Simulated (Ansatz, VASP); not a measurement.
**One calculation of WSe2, two programs**

```xyz
3
Lattice="3.3278 0.0000 0.0000 -1.6639 2.8819 0.0000 0.0000 0.0000 6.8017" Properties=species:S:1:pos:R:3 pbc="T T T"
W     0.0000    0.0000    0.0000
Se    0.0000    1.9213    1.7170
Se    0.0000    1.9213    5.0846
```

Alike in both runs: task single point; functional PBE; dispersion D3(BJ); k mesh 9 × 9 × 4; occupations gaussian, width 0.05 eV; no spin polarisation.

```csv
,VASP,Ansatz
version,VASP 6.6.1,Ansatz 0.2.0
potentials or method,"VASP PAW PBE potentials, release 64 (W_sv, Se), cutoff 520 eV","scalar-relativistic, plane waves, PAW"
valence electrons in the cell,26,46
```

VASP gave:

| Property | Result |
| --- | --- |
| gap on the k mesh at the Fermi level (eV) | 1.07 |
| least direct gap on the mesh (eV) | 1.52 |
| pressure (GPa) | -5.0 |
| traceless stress, the component that is largest in VASP (GPa) | 0.36 |
| rms of the force components (eV/Å) | 0.434 |

Task: Which values does Ansatz return?

Result: gap on the k mesh at the Fermi level (eV): 1.07; least direct gap on the mesh (eV): 1.53; pressure (GPa): -5.3; traceless stress, the component that is largest in VASP (GPa): 0.29; rms of the force components (eV/Å): 0.453.

Atom by atom the forces differ by 0.018 eV/Å (rms over components). VASP's potentials hold 26 valence electrons a cell and Ansatz's 46, so a difference there can come from the potentials and not from the codes.

Spin-orbit coupling is off throughout.
